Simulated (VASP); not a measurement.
# GaN (R-3m) in VASP: a series of runs

Runs on GaN. Level: PBE. Tasks: single point.

Program: VASP 6.6.1. These are calculated values, not measurements. Logs are shortened: lines on timing, memory, paths and dates and some standing lists are left out, and cuts for length are marked.

## 1. The cell of the first run

Symmetry: R-3m, No. 166, trigonal system. The conventional cell has a = 2.892 Å, b = 2.892 Å, c = 7.376 Å, α = 90.00°, β = 90.00°, γ = 120.00°. Ga (site symmetry -3m) has 6 N at 2.07 Å within 2.7 Å. N (site symmetry -3m) has 6 Ga at 2.07 Å within 2.7 Å.

## 2. Single point, PBE (epitaxial 111 strain -3.0%)

INCAR reads:

```
ALGO = Normal ; EDIFF = 1E-6
ENCUT = 520 ; GGA = PE
ISIF = 2 ; ISMEAR = -1
LASPH = T ; LCHARG = F
LREAL = F ; LWAVE = F
NBANDS = 16 ; NELM = 80
PREC = Accurate ; SIGMA = 0.02
```

KPOINTS reads:

```
k-points
0
Gamma
  10 10 10
```

POSCAR reads:

```
GaN
1.0
    0.0560502360      2.1013100133      2.1013100133
    2.1013100133      0.0560502360      2.1013100133
    2.1013100133      2.1013100133      0.0560502360
Ga N
1 1
Direct
    0.0000000000      0.0000000000      0.0000000000
    0.5000000000      0.5000000000      0.5000000000
```

Potentials or basis: VASP PAW PBE potentials, release 64 (Ga_d, N).

Command:

```
cat potpaw_PBE.64/Ga_d/POTCAR potpaw_PBE.64/N/POTCAR > POTCAR
mpirun -np 1 vasp_std > vasp.out
```

OUTCAR:

```text
EDIFF = 1E-6
   ENCUT = 520
   GGA = PE
   ISIF = 2
   ISMEAR = -1
   LASPH = T
   LREAL = F
   NELM = 80
   PREC = Accurate

 ion  position               nearest neighbor table
   1  0.000  0.000  0.000-   2 2.07   2 2.07   2 2.07   2 2.07   2 2.07   2 2.07
   2  0.500  0.500  0.500-   1 2.07   1 2.07   1 2.07   1 2.07   1 2.07   1 2.07

  LATTYP: Found a trigonal (rhomboedric) cell.
 ALAT       =     2.9722296636
 COS(alpha) =     0.5264866514

  Lattice vectors:

 A1 = (   0.0560502360,   2.1013100133,   2.1013100133)
 A2 = (   2.1013100133,   0.0560502360,   2.1013100133)
 A3 = (   2.1013100133,   2.1013100133,   0.0560502360)

Analysis of symmetry for initial positions (statically):
=====================================================================
 Subroutine PRICEL returns:
 Original cell was already a primitive cell.

 Routine SETGRP: Setting up the symmetry group for a
 trigonal (rhombohedral) supercell.

 Subroutine GETGRP returns: Found 12 space group operations
 (whereof 12 operations were pure point group operations)
 out of a pool of 12 trial point group operations.

The static configuration has the point symmetry D_3d.

Analysis of symmetry for dynamics (positions and initial velocities):
=====================================================================
 Subroutine PRICEL returns:
 Original cell was already a primitive cell.

 Routine SETGRP: Setting up the symmetry group for a
 trigonal (rhombohedral) supercell.

 Subroutine GETGRP returns: Found 12 space group operations
 (whereof 12 operations were pure point group operations)
 out of a pool of 12 trial point group operations.

The dynamic configuration has the point symmetry D_3d.

 Subroutine INISYM returns: Found 12 space group operations
 (whereof 12 operations are pure point group operations),
 and found     1 'primitive' translations

----------------------------------------------------------------------------------------

                                     Primitive cell

  volume of cell :      17.8144

  direct lattice vectors                    reciprocal lattice vectors
     0.056050236  2.101310013  2.101310013    -0.247685270  0.241250175  0.241250175
     2.101310013  0.056050236  2.101310013     0.241250175 -0.247685270  0.241250175
     2.101310013  2.101310013  0.056050236     0.241250175  0.241250175 -0.247685270

  length of vectors
[... 79 lines left out ...]
   LASPH  =      T    aspherical Exc in radial PAW
   ENCUT  =  520.0 eV  38.22 Ry    6.18 a.u.   5.53  5.53  5.53*2*pi/ulx,y,z
   NELM   =     80;   NELMIN=  2; NELMDL= -5     # of ELM steps
   EDIFF  = 0.1E-05   stopping-criterion for ELM
   LREAL  =      F    real-space projection
   EDIFFG = 0.1E-04   stopping-criterion for IOM
   NSW    =      0    number of steps for IOM
   IBRION =     -1    ionic relax: 0-MD 1-quasi-New 2-CG
   NFREE  =      0    steps in history (QN), initial steepest desc. (CG)
   ISIF   =      2    stress and relaxation
   ISYM   =      2    0-nonsym 1-usesym 2-fastsym
   POTIM  = 0.5000    time-step for ionic-motion
   TEBEG  =    0.0;   TEEND  =   0.0 temperature during run
   PSTRESS=    0.0 pullay stress
   NELECT =      18.0000    total number of electrons
   NUPDOWN=      -1.0000    fix difference up-down
   EMIN   =  10.00;   EMAX   =-10.00  energy-range for DOS
   EFERMI =   0.00;   METHOD = LEGACY
   ISMEAR =    -1;   SIGMA  =   0.02  broadening in eV -4-tet -1-fermi 0-gaus
   EFERMI_NEDOS =   21; number of points for ismear=-14 and -15
   IALGO  =     38    algorithm
   IMIX   =      4    mixing-type and parameters
     AMIX     =   0.40;   BMIX     =  1.00
     AMIX_MAG =   1.60;   BMIX_MAG =  1.00
  volume/ion in A,a.u.               =       8.91        60.11
  Fermi-wavevector in a.u.,A,eV,Ry     =   1.642765  3.104375 36.717711  2.698676
  Thomas-Fermi vector in A             =   2.733012
   LORBIT       =      0    0 simple, 1 ext, 2 COOP (PROOUT), +10 PAW based schemes
   GGA     = PE    functional components
   LHFCALC =     F    Hartree Fock is set to
   AEXX    =    0.0000 exact exchange contribution
   IVDW    =     0    specifies the selected vdW correction
   LEPSILON=     F    determine dielectric tensor
   LRPA    =     F    only Hartree local field effects (RPA)
 non-spin polarized calculation
  energy-cutoff  :      520.00
  volume of cell :       17.81
 maximum number of plane-waves:       500
 NGX is ok and might be reduce to    24
   NGX = 11   NGY = 11   NGZ = 11

 number of electron      17.9999997 magnetization

 Free energy of the ion-electron system (eV)
  ---------------------------------------------------
  ext. energy  EPLUGINS =         0.00000000
  ---------------------------------------------------
  free energy    TOTEN  =       -11.06344256 eV

  energy without entropy =      -11.06344256  energy(sigma->0) =      -11.06344256

 E-fermi :   9.1498     XC(G=0): -13.4141

 val. band max:        8.7562912472   @ k =   0.4000   0.3000   0.3000
 cond. band min:       9.5880235382   @ k =   0.5000   0.5000  -0.0000
 fundamental gap:      0.8317322909
 Fermi energy:         9.1497953415

 k-point     1 :       0.0000    0.0000    0.0000
  band No.  band energies     occupation
      1      -9.2538      2.00000
      2      -5.3539      2.00000
      3      -5.3427      2.00000
      4      -5.3427      2.00000
      5      -5.2210      2.00000
      6      -5.2210      2.00000
[... 433 lines left out ...]
      3      -5.1906      2.00000
      4      -5.1377      2.00000
      5      -5.0626      2.00000
      6      -4.1852      2.00000
[... 8 lines left out ...]
     15      34.1190      0.00000
     16      35.9866      0.00000

 [... further k-points ...]

------------------------ aborting loop because EDIFF is reached ----------------------------------------

  FORCE on cell =-STRESS in cart. coord.  units (eV):
  Direction    XX          YY          ZZ          XY          YZ          ZX
  --------------------------------------------------------------------------------------
  -------------------------------------------------------------------------------------
  Total        2.6023994      2.6023994      2.6023994     -0.7165745     -0.7165745     -0.7165745
  in kB      234.0526484    234.0526484    234.0526484    -64.4467436    -64.4467436    -64.4467436
  external PRESSURE =     234.0526484 kB  Pullay stress =       0.0000000 kB

 VOLUME and BASIS-vectors are now :
 -----------------------------------------------------------------------------
  energy-cutoff  :      520.00
  volume of cell :       17.81
      direct lattice vectors                 reciprocal lattice vectors
     0.056050236  2.101310013  2.101310013    -0.247685270  0.241250175  0.241250175
     2.101310013  0.056050236  2.101310013     0.241250175 -0.247685270  0.241250175
     2.101310013  2.101310013  0.056050236     0.241250175  0.241250175 -0.247685270

 POSITION                                       TOTAL-FORCE (eV/Angst)
 -----------------------------------------------------------------------------------
      0.00000      0.00000      0.00000         0.000000     -0.000000      0.000000
      2.12934      2.12934      2.12934        -0.000000      0.000000     -0.000000
 -----------------------------------------------------------------------------------
    total drift:                                0.000000     -0.000000     -0.000000

  FREE ENERGIE OF THE ION-ELECTRON SYSTEM (eV)
  ---------------------------------------------------
  free  energy   TOTEN  =       -11.0634425554 eV

  energy  without entropy=      -11.0634425553  energy(sigma->0) =      -11.06344256
```

OSZICAR:

```text
N       E                     dE             d eps       ncg     rms          rms(c)
DAV:   1     0.687890679554E+02    0.68789E+02   -0.92153E+03  4408   0.216E+03
DAV:   2    -0.913859408903E+01   -0.77928E+02   -0.73218E+02  4264   0.308E+02
DAV:   3    -0.129326107443E+02   -0.37940E+01   -0.37820E+01  4376   0.599E+01
DAV:   4    -0.129636548640E+02   -0.31044E-01   -0.31042E-01  4504   0.561E+00
DAV:   5    -0.129640138512E+02   -0.35899E-03   -0.35899E-03  4520   0.551E-01    0.754E+00
DAV:   6    -0.110861043913E+02    0.18779E+01   -0.42443E+00  5376   0.420E+01    0.241E+00
DAV:   7    -0.110780876449E+02    0.80167E-02   -0.26026E-01  4480   0.522E+00    0.159E+00
DAV:   8    -0.110651462865E+02    0.12941E-01   -0.27227E-02  4352   0.235E+00    0.457E-01
DAV:   9    -0.110634771756E+02    0.16691E-02   -0.66256E-03  4656   0.220E+00    0.107E-01
DAV:  10    -0.110634398775E+02    0.37298E-04   -0.52919E-04  4440   0.301E-01    0.125E-02
DAV:  11    -0.110634406885E+02   -0.81102E-06   -0.38477E-05  4416   0.652E-02    0.127E-02
DAV:  12    -0.110634425628E+02   -0.18743E-05   -0.20184E-06  4488   0.297E-02    0.243E-03
DAV:  13    -0.110634425554E+02    0.74074E-08   -0.23602E-07  2304   0.502E-03
   1 F= -.11063443E+02 E0= -.11063443E+02  d E =-.288916E-10
```

Wall time 22 s (1 thread of Intel Xeon 8259CL, shared host); peak memory 0.16 GiB.

What came out:

* Free energy: -11.0634 eV
* Pressure: 23.4 GPa
* Band gap on the k mesh: 0.83 eV (least direct gap 3.26 eV)

Caveat: the cell differs from its parent crystal (epitaxial 111 strain -3.0%); the cell stands under pressure. A k mesh can miss the band edges.

## 3. Single point, PBE (epitaxial 111 strain -2.0%)

INCAR reads:

```
ALGO = Normal
EDIFF = 1E-6
ENCUT = 520
GGA = PE
ISIF = 2
ISMEAR = -1
LASPH = T
LCHARG = F
LREAL = F
LWAVE = F
NBANDS = 16
NELM = 60
PREC = Accurate
SIGMA = 0.02
```

KPOINTS is that of step 2.

POSCAR reads:

```
GaN
1.0
    0.0372019861      2.1035469157      2.1035469157
    2.1035469157      0.0372019861      2.1035469157
    2.1035469157      2.1035469157      0.0372019861
Ga N
1 1
Direct
    0.0000000000      0.0000000000      0.0000000000
    0.5000000000      0.5000000000      0.5000000000
```

Potentials or basis: VASP PAW PBE potentials, release 64 (Ga_d, N).

Command:

```
cat potpaw_PBE.64/Ga_d/POTCAR potpaw_PBE.64/N/POTCAR > POTCAR
mpirun -np 1 vasp_std > vasp.out
```

It took 29 s on 1 thread of Intel Xeon 8259CL, shared host; peak memory 0.16 GiB.

It converged, with:

| Quantity | Value |
| --- | --- |
| Free energy | -11.1197 eV |
| Pressure | 18.2 GPa |
| Band gap on the k mesh | 0.79 eV (least direct gap 3.13 eV) |

Stress tensor (GPa, compression positive):
```
18.24 -4.12 -4.12
-4.12 18.24 -4.12
-4.12 -4.12 18.24
```

Levels at points of the mesh, in eV from the valence-band top:
```csv
k point,band 5,band 6,band 7,band 8,band 9,band 10,band 11,band 12,band 13,band 14
"(0.00, 0.00, 0.00)",-13.92,-13.92,-0.85,-0.49,-0.49,2.64,14.40,15.19,15.19,15.87
"(0.50, 0.00, 0.00)",-13.78,-13.77,-8.44,-0.33,-0.19,4.68,9.05,9.29,9.91,16.63
"(0.50, 0.50, 0.00)",-13.71,-10.94,-7.49,-3.42,-3.07,0.79,7.84,12.24,14.96,15.05
"(0.50, 0.50, 0.50)",-13.78,-13.78,-8.74,-0.09,-0.09,5.16,9.68,9.68,9.83,16.96
```

Caveat: the cell differs from its parent crystal (epitaxial 111 strain -2.0%); the cell stands under pressure. A k mesh can miss the band edges.

## 4. Single point, PBE (epitaxial 111 strain -1.0%)

INCAR reads:

```
PREC = Accurate
ENCUT = 520
EDIFF = 1E-6
ISMEAR = -1
SIGMA = 0.02
LREAL = F
LASPH = T
NELM = 80
ALGO = Normal
ISIF = 2
LWAVE = F
LCHARG = T
GGA = PE
LELF = T
LVHAR = T
NBANDS = 16
```

KPOINTS reads:

```
regular mesh
0
Gamma
  10 10 10
```

POSCAR reads:

```
GaN
1.0
    0.0184865924      2.1059166744      2.1059166744
    2.1059166744      0.0184865924      2.1059166744
    2.1059166744      2.1059166744      0.0184865924
Ga N
1 1
Direct
    0.0000000000      0.0000000000      0.0000000000
    0.5000000000      0.5000000000      0.5000000000
```

Command:

```
cat potpaw_PBE.64/Ga_d/POTCAR potpaw_PBE.64/N/POTCAR > POTCAR
mpirun -np 1 vasp_std > vasp.out
```

Wall time 28 s (1 thread of Intel Xeon 8259CL, shared host); peak memory 0.16 GiB.

The run converged. Its results:

```
Free energy            : -11.1599 eV
Pressure               : 13.5 GPa
Band gap on the k mesh : 0.73 eV (least direct gap 2.99 eV)
```

Stress tensor (GPa, compression positive):
```
13.49 -1.97 -1.97
-1.97 13.49 -1.97
-1.97 -1.97 13.49
```

Levels at points of the mesh, in eV from the valence-band top:
| k point | band 6 | band 7 | band 8 | band 9 | band 10 | band 11 | band 12 | band 13 |
| --- | --- | --- | --- | --- | --- | --- | --- | --- |
| (0.00, 0.00, 0.00) | -13.89 | -0.67 | -0.49 | -0.49 | 2.50 | 14.59 | 14.99 | 14.99 |
| (0.50, 0.00, 0.00) | -13.75 | -8.35 | -0.24 | -0.17 | 4.73 | 9.10 | 9.23 | 9.72 |
| (0.50, 0.50, 0.00) | -10.94 | -7.32 | -3.22 | -3.05 | 0.73 | 7.85 | 12.14 | 14.78 |
| (0.50, 0.50, 0.50) | -13.75 | -8.50 | -0.12 | -0.12 | 4.95 | 9.42 | 9.42 | 9.68 |

Caveat: the cell differs from its parent crystal (epitaxial 111 strain -1.0%); the cell stands under pressure. A k mesh can miss the band edges.

## 5. Single point, PBE (epitaxial 111 strain +1.0%)

INCAR reads:

```
ALGO = Normal
EDIFF = 1E-7
ENCUT = 520
GGA = PE
ISIF = 2
ISMEAR = -1
LASPH = T
LCHARG = T
LELF = T
LREAL = F
LVHAR = T
LWAVE = F
NBANDS = 16
NELM = 100
PREC = Accurate
SIGMA = 0.02
```

KPOINTS reads:

```
k-points
0
Gamma
  10 10 10
```

POSCAR reads:

```
GaN
1.0
   -0.0183964846      2.1112039021      2.1112039021
    2.1112039021     -0.0183964846      2.1112039021
    2.1112039021      2.1112039021     -0.0183964846
Ga N
1 1
Direct
    0.0000000000      0.0000000000      0.0000000000
    0.5000000000      0.5000000000      0.5000000000
```

Potentials or basis: VASP PAW PBE potentials, release 64 (Ga_d, N).

Command:

```
cat potpaw_PBE.64/Ga_d/POTCAR potpaw_PBE.64/N/POTCAR > POTCAR
mpirun -np 1 vasp_std > vasp.out
```

OUTCAR:

```text
EDIFF = 1E-7
   ENCUT = 520
   GGA = PE
   ISIF = 2
   ISMEAR = -1
   LASPH = T
   LREAL = F
   NELM = 100
   PREC = Accurate

 ion  position               nearest neighbor table
   1  0.000  0.000  0.000-   2 2.12   2 2.12   2 2.12   2 2.12   2 2.12   2 2.12
   2  0.500  0.500  0.500-   1 2.12   1 2.12   1 2.12   1 2.12   1 2.12   1 2.12

  LATTYP: Found a trigonal (rhomboedric) cell.
 ALAT       =     2.9857498661
 COS(alpha) =     0.4912676079
[... 643 lines left out ...]

 [... further k-points ...]

------------------------ aborting loop because EDIFF is reached ----------------------------------------

  FORCE on cell =-STRESS in cart. coord.  units (eV):
  Direction    XX          YY          ZZ          XY          YZ          ZX
  --------------------------------------------------------------------------------------
  -------------------------------------------------------------------------------------
  Total        0.6012230      0.6012230      0.6012230      0.2150199      0.2150199      0.2150199
  in kB       50.5226444     50.5226444     50.5226444     18.0687887     18.0687887     18.0687887
  external PRESSURE =      50.5226444 kB  Pullay stress =       0.0000000 kB

 VOLUME and BASIS-vectors are now :
 -----------------------------------------------------------------------------
  energy-cutoff  :      520.00
  volume of cell :       19.07
      direct lattice vectors                 reciprocal lattice vectors
    -0.018396485  2.111203902  2.111203902    -0.233758425  0.235813240  0.235813240
     2.111203902 -0.018396485  2.111203902     0.235813240 -0.233758425  0.235813240
     2.111203902  2.111203902 -0.018396485     0.235813240  0.235813240 -0.233758425

 POSITION                                       TOTAL-FORCE (eV/Angst)
 -----------------------------------------------------------------------------------
      0.00000      0.00000      0.00000         0.000000     -0.000000      0.000000
      2.10201      2.10201      2.10201        -0.000000      0.000000     -0.000000
 -----------------------------------------------------------------------------------
    total drift:                                0.000000     -0.000000     -0.000000

  FREE ENERGIE OF THE ION-ELECTRON SYSTEM (eV)
  ---------------------------------------------------
  free  energy   TOTEN  =       -11.1966249958 eV

  energy  without entropy=      -11.1966249789  energy(sigma->0) =      -11.19662499
```

OSZICAR:

```text
N       E                     dE             d eps       ncg     rms          rms(c)
DAV:   1     0.738443927752E+02    0.73844E+02   -0.92905E+03  4248   0.210E+03
DAV:   2    -0.860983808391E+01   -0.82454E+02   -0.76512E+02  4200   0.316E+02
DAV:   3    -0.129719093362E+02   -0.43621E+01   -0.43467E+01  4368   0.633E+01
DAV:   4    -0.130097256992E+02   -0.37816E-01   -0.37813E-01  4512   0.616E+00
DAV:   5    -0.130101813272E+02   -0.45563E-03   -0.45563E-03  4440   0.624E-01    0.732E+00
DAV:   6    -0.112193788813E+02    0.17908E+01   -0.43772E+00  5344   0.395E+01    0.239E+00
DAV:   7    -0.112115463890E+02    0.78325E-02   -0.22843E-01  4480   0.525E+00    0.157E+00
DAV:   8    -0.111985314595E+02    0.13015E-01   -0.33661E-02  4200   0.212E+00    0.540E-01
DAV:   9    -0.111966172260E+02    0.19142E-02   -0.68505E-03  4568   0.188E+00    0.119E-01
DAV:  10    -0.111966307268E+02   -0.13501E-04   -0.61215E-04  4288   0.301E-01    0.246E-02
DAV:  11    -0.111966234294E+02    0.72975E-05   -0.43961E-05  4736   0.729E-02    0.101E-02
DAV:  12    -0.111966250875E+02   -0.16582E-05   -0.27419E-06  4448   0.290E-02    0.377E-03
DAV:  13    -0.111966249958E+02    0.91743E-07   -0.21776E-07  4040   0.452E-03
   1 F= -.11196625E+02 E0= -.11196625E+02  d E =-.169034E-07
```

Wall time 36 s (1 thread of Intel Xeon 8259CL, shared host); peak memory 0.16 GiB.

What came out:

| Item | Value |
| --- | --- |
| Free energy | -11.1966 eV |
| Pressure | 5.1 GPa |
| Band gap on the k mesh | 0.52 eV (least direct gap 2.51 eV) |

Caveat: the cell differs from its parent crystal (epitaxial 111 strain +1.0%); the cell stands under pressure.

## 6. Overview

```tsv
cell	gap on the mesh (eV)	pressure (GPa)
a = 2.972 Å, angles 58.2°, 2 atoms	0.83	23.4
a = 2.975 Å, angles 58.8°, 2 atoms	0.79	18.2
a = 2.978 Å, angles 59.4°, 2 atoms	0.73	13.5
a = 2.986 Å, angles 60.6°, 2 atoms	0.52	5.1
```

Alike in all rows: task single point; level PBE; potentials or basis VASP PAW PBE potentials, release 64 (Ga_d, N); no spin polarisation; k mesh 10 × 10 × 10; cutoff (eV) 520; smearing fermi-dirac 0.02 eV.

Caveats: the cell stands under pressure.

Absolute energies hang on the potentials; compare differences alone.
